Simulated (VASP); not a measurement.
# C (C2/m) in VASP: a series of runs

C is run at these levels: PBE; tasks: electric field gradients.

Everything below comes from runs of VASP 6.6.1. Logs are shortened: lines on timing, memory, paths and dates and some standing lists are left out, and cuts for length are marked.

## 1. The cell of the first run

The structure is monoclinic, space group C2/m (No. 12). The conventional cell has a = 4.254 Å, b = 2.456 Å, c = 3.635 Å, α = 90.00°, β = 112.96°, γ = 90.00°. C (site symmetry m) has 3 C at 1.16 to 1.56 Å within 1.6 Å.

## 2. Electric field gradients, PBE (shortest bond scaled by 0.82)

INCAR reads:

```
ALGO = Normal
EDIFF = 1E-8
ENCUT = 520
GGA = PE
ISIF = 2
ISMEAR = -1
LASPH = True
LCHARG = False
LEFG = True
LREAL = False
LWAVE = False
NBANDS = 11
NELM = 80
PREC = Accurate
SIGMA = 0.05
```

KPOINTS reads:

```
k-points
0
Gamma
  14 14 14
```

POSCAR reads:

```
C
1.0
    1.2280287114      0.7090027071      3.3470114498
   -1.2280287114      0.7090027071      3.3470114498
    0.0000000000     -1.4180054142      3.3470114498
C
2
Direct
    0.7755200000      0.8655200000      0.8655200000
    0.2244800000      0.1344800000      0.1344800000
```

Potentials or basis: VASP PAW PBE potentials, release 64 (C).

Command:

```
$ cat potpaw_PBE.64/C/POTCAR > POTCAR
$ mpirun -np 1 vasp_std > vasp.out
```

OUTCAR:

```text
EDIFF = 1E-8
   ENCUT = 520
   GGA = PE
   ISIF = 2
   ISMEAR = -1
   LASPH = True
   LREAL = False
   NELM = 80
   PREC = Accurate

 ion  position               nearest neighbor table
   1  0.776  0.866  0.866-   2 1.16   2 1.56   2 1.56
   2  0.224  0.134  0.134-   1 1.16   1 1.56   1 1.56

  LATTYP: Found a trigonal (rhomboedric) cell.
 ALAT       =     3.6350000000
 COS(alpha) =     0.7717355882

  Lattice vectors:

 A1 = (   1.2280287114,   0.7090027071,   3.3470114498)
 A2 = (  -1.2280287114,   0.7090027071,   3.3470114498)
 A3 = (   0.0000000000,  -1.4180054142,   3.3470114498)

Analysis of symmetry for initial positions (statically):
=====================================================================
 Subroutine PRICEL returns:
 Original cell was already a primitive cell.

 Routine SETGRP: Setting up the symmetry group for a
 trigonal (rhombohedral) supercell.

 Subroutine GETGRP returns: Found  4 space group operations
 (whereof  4 operations were pure point group operations)
 out of a pool of 12 trial point group operations.

The static configuration has the point symmetry C_2h.

Analysis of symmetry for dynamics (positions and initial velocities):
=====================================================================
 Subroutine PRICEL returns:
 Original cell was already a primitive cell.

 Routine SETGRP: Setting up the symmetry group for a
 trigonal (rhombohedral) supercell.

 Subroutine GETGRP returns: Found  4 space group operations
 (whereof  4 operations were pure point group operations)
 out of a pool of 12 trial point group operations.

The dynamic configuration has the point symmetry C_2h.

 Subroutine INISYM returns: Found  4 space group operations
 (whereof  4 operations are pure point group operations),
 and found     1 'primitive' translations

----------------------------------------------------------------------------------------

                                     Primitive cell

  volume of cell :      17.4850

  direct lattice vectors                    reciprocal lattice vectors
     1.228028711  0.709002707  3.347011450     0.407156604  0.235071975  0.099591333
    -1.228028711  0.709002707  3.347011450    -0.407156604  0.235071975  0.099591333
     0.000000000 -1.418005414  3.347011450     0.000000000 -0.470143950  0.099591333

  length of vectors
     3.635000000  3.635000000  3.635000000     0.480576495  0.480576495  0.480576495

  position of ions in fractional coordinates (direct lattice)
     0.775520000  0.865520000  0.865520000
     0.224480000  0.134480000  0.134480000

  ion indices of the primitive-cell ions
   primitive index   ion index
                 1           1
                 2           2

----------------------------------------------------------------------------------------

 KPOINTS: k-points

Automatic generation of k-mesh.
 Grid dimensions read from file:
 generate k-points for:   14   14   14

 Generating k-lattice:

  Cartesian coordinates                     Fractional coordinates (reciprocal lattice)
     0.029082615  0.016790855  0.007113667     0.071428571  0.000000000 -0.000000000
    -0.029082615  0.016790855  0.007113667     0.000000000  0.071428571 -0.000000000
     0.000000000 -0.033581711  0.007113667    -0.000000000 -0.000000000  0.071428571

  Length of vectors
     0.034326892  0.034326892  0.034326892

  Shift w.r.t. Gamma in fractional coordinates (k-lattice)
     0.000000000  0.000000000  0.000000000

 Subroutine IBZKPT returns following result:
 ===========================================

 Found    744 irreducible k-points:

 Following reciprocal coordinates:
            Coordinates               Weight
  0.000000  0.000000  0.000000      1.000000
  0.071429 -0.000000  0.000000      2.000000
 -0.000000  0.071429  0.000000      4.000000
  0.142857 -0.000000  0.000000      2.000000
 -0.000000  0.142857  0.000000      4.000000
  0.214286  0.000000  0.000000      2.000000
[... 16 lines left out ...]
 -0.071429 -0.214286 -0.000000      4.000000
  0.285714  0.071429  0.000000      4.000000
 [... further k-points ...]
   k-points           NKPTS =    744   k-points in BZ     NKDIM =    744   number of bands    NBANDS=     11
   number of dos      NEDOS =    301   number of ions     NIONS =      2
   total plane-waves  NPLWV =  21952
   dimension x,y,z NGX =    28 NGY =   28 NGZ =   28
   dimension x,y,z NGXF=    56 NGYF=   56 NGZF=   56
   ions per type =               2
   NGX,Y,Z   is equivalent  to a cutoff of  12.81, 12.81, 12.81 a.u.
   NGXF,Y,Z  is equivalent  to a cutoff of  25.61, 25.61, 25.61 a.u.
 SYSTEM =  unknown system
   PREC   = accura    normal or accurate (medium, high low for compatibility)
   ISTART =      0    job   : 0-new  1-cont  2-samecut
   ICHARG =      2    charge: 1-file 2-atom 10-const
   ISPIN  =      1    spin polarized calculation?
   LNONCOLLINEAR =      F non collinear calculations
   LSORBIT =      F    spin-orbit coupling
   LASPH  =      T    aspherical Exc in radial PAW
   ENCUT  =  520.0 eV  38.22 Ry    6.18 a.u.   6.76  6.76  6.76*2*pi/ulx,y,z
   NELM   =     80;   NELMIN=  2; NELMDL= -5     # of ELM steps
   EDIFF  = 0.1E-07   stopping-criterion for ELM
   LREAL  =      F    real-space projection
   EDIFFG = 0.1E-06   stopping-criterion for IOM
   NSW    =      0    number of steps for IOM
   IBRION =     -1    ionic relax: 0-MD 1-quasi-New 2-CG
   NFREE  =      0    steps in history (QN), initial steepest desc. (CG)
   ISIF   =      2    stress and relaxation
   ISYM   =      2    0-nonsym 1-usesym 2-fastsym
   POTIM  = 0.5000    time-step for ionic-motion
   TEBEG  =    0.0;   TEEND  =   0.0 temperature during run
   PSTRESS=    0.0 pullay stress
   NELECT =       8.0000    total number of electrons
   NUPDOWN=      -1.0000    fix difference up-down
   EMIN   =  10.00;   EMAX   =-10.00  energy-range for DOS
   EFERMI =   0.00;   METHOD = LEGACY
   ISMEAR =    -1;   SIGMA  =   0.05  broadening in eV -4-tet -1-fermi 0-gaus
   EFERMI_NEDOS =   21; number of points for ismear=-14 and -15
   IALGO  =     38    algorithm
   IMIX   =      4    mixing-type and parameters
     AMIX     =   0.40;   BMIX     =  1.00
     AMIX_MAG =   1.60;   BMIX_MAG =  1.00
  volume/ion in A,a.u.               =       8.74        59.00
  Fermi-wavevector in a.u.,A,eV,Ry     =   1.261488  2.383867 21.651666  1.591353
  Thomas-Fermi vector in A             =   2.394945
   LORBIT       =      0    0 simple, 1 ext, 2 COOP (PROOUT), +10 PAW based schemes
   GGA     = PE    functional components
   LHFCALC =     F    Hartree Fock is set to
   AEXX    =    0.0000 exact exchange contribution
   IVDW    =     0    specifies the selected vdW correction
   LEPSILON=     F    determine dielectric tensor
   LRPA    =     F    only Hartree local field effects (RPA)
 non-spin polarized calculation
  energy-cutoff  :      520.00
  volume of cell :       17.48
 maximum number of plane-waves:       483
   NGX = 13   NGY = 13   NGZ = 13

 number of electron       8.0000000 magnetization

 Free energy of the ion-electron system (eV)
  ---------------------------------------------------
  ext. energy  EPLUGINS =         0.00000000
  ---------------------------------------------------
  free energy    TOTEN  =       -16.19366310 eV

  energy without entropy =      -16.19174659  energy(sigma->0) =      -16.19270484

 E-fermi :   4.9557     XC(G=0): -10.2900

 val. band max:        4.9492818535   @ k =   0.5000   0.5000   0.4286
 cond. band min:       4.9578396990   @ k =   0.1429   0.2143   0.1429
 fundamental gap:      0.0085578455
 Fermi energy:         4.9556839369

 k-point     1 :       0.0000    0.0000    0.0000
  band No.  band energies     occupation
      1     -15.1097      2.00000
      2      -2.1363      2.00000
      3      -1.4513      2.00000
      4       5.8250      0.00000
      5       8.3337      0.00000
      6       9.0386      0.00000
      7      15.3126      0.00000
      8      16.8992      0.00000
      9      20.2187      0.00000
     10      27.1832      0.00000
     11      28.4181      0.00000
[... 309 lines left out ...]
 k-point    24 :       0.2857    0.0714    0.0000
  band No.  band energies     occupation
      1     -13.6318      2.00000
      2      -4.2942      2.00000
      3      -0.5861      2.00000
      4       0.9719      2.00000
      5      11.4247      0.00000
      6      11.6483      0.00000
      7      14.3199      0.00000
      8      16.1140      0.00000
      9      19.8964      0.00000
     10      24.4016      0.00000
     11      28.6652      0.00000

 [... further k-points ...]

------------------------ aborting loop because EDIFF is reached ----------------------------------------

  FORCE on cell =-STRESS in cart. coord.  units (eV):
  Direction    XX          YY          ZZ          XY          YZ          ZX
  --------------------------------------------------------------------------------------
  -------------------------------------------------------------------------------------
  Total       10.2861378      3.8203774      0.3123454      5.5995128      0.4659305      0.8070147
  in kB      942.5362427    350.0676559     28.6207424    513.0928471     42.6939997     73.9481226
  external PRESSURE =     440.4082137 kB  Pullay stress =       0.0000000 kB

 VOLUME and BASIS-vectors are now :
 -----------------------------------------------------------------------------
  energy-cutoff  :      520.00
  volume of cell :       17.48
      direct lattice vectors                 reciprocal lattice vectors
     1.228028711  0.709002707  3.347011450     0.407156604  0.235071975  0.099591333
    -1.228028711  0.709002707  3.347011450    -0.407156604  0.235071975  0.099591333
     0.000000000 -1.418005414  3.347011450     0.000000000 -0.470143950  0.099591333

 POSITION                                       TOTAL-FORCE (eV/Angst)
 -----------------------------------------------------------------------------------
     -0.11052     -0.06381      8.38949        17.245265      9.956558     -0.246315
      0.11052      0.06381      1.65155       -17.245265     -9.956558      0.246315
 -----------------------------------------------------------------------------------
    total drift:                                0.000000     -0.000000      0.000000

  FREE ENERGIE OF THE ION-ELECTRON SYSTEM (eV)
  ---------------------------------------------------
  free  energy   TOTEN  =       -16.1936631024 eV

  energy  without entropy=      -16.1917465850  energy(sigma->0) =      -16.19270484

 Electric field gradients (V/A^2)
---------------------------------------------------------------------
 ion       V_xx      V_yy      V_zz      V_xy      V_xz      V_yz
---------------------------------------------------------------------
   1     -20.794     0.167    20.627   -18.154    -0.725    -0.419
   2     -20.794     0.167    20.627   -18.154    -0.725    -0.419
---------------------------------------------------------------------

 Electric field gradients after diagonalization (V/A^2)
 (convention: |V_zz| > |V_xx| > |V_yy|)
----------------------------------------------------------------------
 ion       V_xx      V_yy      V_zz     asymmetry (V_yy - V_xx)/ V_zz
----------------------------------------------------------------------
   1      20.640    10.648   -31.289       0.319
   2      20.640    10.648   -31.289       0.319
----------------------------------------------------------------------

           NMR quadrupolar parameters

 Cq : quadrupolar parameter    Cq=e*Q*V_zz/h
 eta: asymmetry parameters     (V_yy - V_xx)/ V_zz
 Q  : nuclear electric quadrupole moment in mb (millibarn)
----------------------------------------------------------------------
 ion       Cq(MHz)       eta       Q (mb)
----------------------------------------------------------------------
   1      -0.076       0.319       1.000
   2      -0.076       0.319       1.000
----------------------------------------------------------------------
```

Wall time 5.9 min (1 thread of AMD EPYC 7R13, shared host); peak memory 0.21 GiB.

What came out:

```
Free energy                             : -16.1937 eV
Pressure                                : 44.0 GPa
Largest force                           : 19.915 eV/Å
Band gap on the k mesh                  : zero (bands 4 and 5 overlap by 1.91 eV)
Largest electric field gradient by atom : C -31.3 V/Å²
```

Forces on the atoms (eV/Å):
```
C    17.245   9.957  -0.246
C   -17.245  -9.957   0.246
```

Electric field gradients, principal values (V/Å²):
| atom | least | middle | greatest (by size) |
| --- | --- | --- | --- |
| 1 C | 10.648 | 20.640 | -31.289 |
| 2 C | 10.648 | 20.640 | -31.289 |

Caveat: the cell differs from its parent crystal (shortest bond scaled by 0.82); the cell stands under pressure; this functional lacks dispersion, which binds the layers, so the pressure and a relaxed spacing across them are unreliable; without QUAD_EFG the Cq values of the log hold for a quadrupole moment of 1 mb, not for the nuclei; forces of over 1 eV/Å act on the atoms, so gaps and moduli don't describe the material at rest.

## 3. Electric field gradients, PBE (shortest bond scaled by 0.7)

INCAR reads:

```
  ALGO = Normal
  EDIFF = 1E-8
  ENCUT = 520
  GGA = PE
  ISIF = 2
  ISMEAR = -1
  LASPH = True
  LCHARG = False
  LEFG = True
  LREAL = False
  LWAVE = False
  NBANDS = 11
  NELM = 60
  PREC = Accurate
  SIGMA = 0.05
```

KPOINTS is that of step 2.

POSCAR reads:

```
C
1.0
    1.2280287114      0.7090027071      3.3470114498
   -1.2280287114      0.7090027071      3.3470114498
    0.0000000000     -1.4180054142      3.3470114498
C
2
Direct
    0.7352000000      0.8852000000      0.8852000000
    0.2648000000      0.1148000000      0.1148000000
```

Potentials or basis: VASP PAW PBE potentials, release 64 (C).

Command:

```
$ cat potpaw_PBE.64/C/POTCAR > POTCAR
$ mpirun -np 1 vasp_std > vasp.out
```

OUTCAR:

```text
EDIFF = 1E-8
   ENCUT = 520
   GGA = PE
   ISIF = 2
   ISMEAR = -1
   LASPH = True
   LREAL = False
   NELM = 60
   PREC = Accurate

 ion  position               nearest neighbor table
   1  0.735  0.885  0.885-   2 0.99   2 1.67   2 1.67
   2  0.265  0.115  0.115-   1 0.99   1 1.67   1 1.67

 -----------------------------------------------------------------------------
|                                                                             |
|           W    W    AA    RRRRR   N    N  II  N    N   GGGG   !!!           |
|           W    W   A  A   R    R  NN   N  II  NN   N  G    G  !!!           |
|           W    W  A    A  R    R  N N  N  II  N N  N  G       !!!           |
|           W WW W  AAAAAA  RRRRR   N  N N  II  N  N N  G  GGG   !            |
|           WW  WW  A    A  R   R   N   NN  II  N   NN  G    G                |
|           W    W  A    A  R    R  N    N  II  N    N   GGGG   !!!           |
|                                                                             |
|     The distance between some ions is very small. Please check the          |
|     nearest-neighbor list in the OUTCAR file.                               |
|     I HOPE YOU KNOW WHAT YOU ARE DOING!                                     |
|                                                                             |
 -----------------------------------------------------------------------------
[... 550 lines left out ...]
     -0.18420     -0.10635      8.38627        46.191956     26.668938      0.995511
      0.18420      0.10635      1.65476       -46.191956    -26.668938     -0.995511
 -----------------------------------------------------------------------------------
    total drift:                               -0.000000      0.000000     -0.000000

  FREE ENERGIE OF THE ION-ELECTRON SYSTEM (eV)
  ---------------------------------------------------
  free  energy   TOTEN  =       -10.3112158225 eV

  energy  without entropy=      -10.3107384780  energy(sigma->0) =      -10.31097715

 Electric field gradients (V/A^2)
---------------------------------------------------------------------
 ion       V_xx      V_yy      V_zz      V_xy      V_xz      V_yz
---------------------------------------------------------------------
   1     -17.171     3.180    13.990   -17.625    -0.835    -0.482
   2     -17.171     3.180    13.990   -17.625    -0.835    -0.482
---------------------------------------------------------------------

 Electric field gradients after diagonalization (V/A^2)
 (convention: |V_zz| > |V_xx| > |V_yy|)
----------------------------------------------------------------------
 ion       V_xx      V_yy      V_zz     asymmetry (V_yy - V_xx)/ V_zz
----------------------------------------------------------------------
   1      14.013    13.356   -27.369       0.024
   2      14.013    13.356   -27.369       0.024
----------------------------------------------------------------------

           NMR quadrupolar parameters

 Cq : quadrupolar parameter    Cq=e*Q*V_zz/h
 eta: asymmetry parameters     (V_yy - V_xx)/ V_zz
 Q  : nuclear electric quadrupole moment in mb (millibarn)
----------------------------------------------------------------------
 ion       Cq(MHz)       eta       Q (mb)
----------------------------------------------------------------------
   1      -0.066       0.024       1.000
   2      -0.066       0.024       1.000
----------------------------------------------------------------------
```

Wall time 5.4 min (1 thread of AMD EPYC 7R13, shared host); peak memory 0.21 GiB.

What came out:

```yaml
Free_energy: -10.3112 eV
Pressure: 140.8 GPa
Largest_force: 53.347 eV/Å
Band_gap_on_the_k_mesh: zero (bands 4 and 5 overlap by 0.08 eV)
Largest_electric_field_gradient_by_atom: C -27.4 V/Å²
```

Forces in eV/Å, atoms in the order of the input:
```
C    46.192  26.669   0.996
C   -46.192 -26.669  -0.996
```

Electric field gradients, principal values (V/Å²):
| atom | least | middle | greatest (by size) |
| --- | --- | --- | --- |
| 1 C | 13.356 | 14.013 | -27.369 |
| 2 C | 13.356 | 14.013 | -27.369 |

Caveat: the cell differs from its parent crystal (shortest bond scaled by 0.7); atoms lie so close that the PAW spheres overlap strongly, which falsifies energies and pressures; the cell stands under pressure; this functional lacks dispersion, which binds the layers, so the pressure and a relaxed spacing across them are unreliable; without QUAD_EFG the Cq values of the log hold for a quadrupole moment of 1 mb, not for the nuclei; forces of over 1 eV/Å act on the atoms, so gaps and moduli don't describe the material at rest.
